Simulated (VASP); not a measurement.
The system is Co.

```xyz
1
Lattice="0.0000 1.8074 1.8074 1.8074 0.0000 1.8074 1.8074 1.8074 0.0000" Properties=species:S:1:pos:R:3 pbc="T T T"
Co    0.0000    0.0000    0.0000
```

Base run:

- Program: VASP 6.6.1
- Functional: PBE
- Potentials or basis: VASP PAW PBE potentials, release 64 (Co)
- Cutoff: 520 eV
- k mesh: 15 × 15 × 15
- Occupations: fermi-dirac, width 0.1 eV
- Spin: collinear spin, ferromagnetic start
- Starting moments: [1.7] μB
- Fixed moment: 1.7 μB

Its results: pressure -13.9 GPa; site moments Co +1.73 μB.

The run is repeated on the same cell with these changes: fixed moment from 1.7 μB to 0.42 μB; moments at the start from [1.7] to [0.42]. What comes out?

Pressure -23.7 GPa; site moments Co +0.43 μB.

Caveats: the total moment is fixed, so each spin has its own Fermi level.
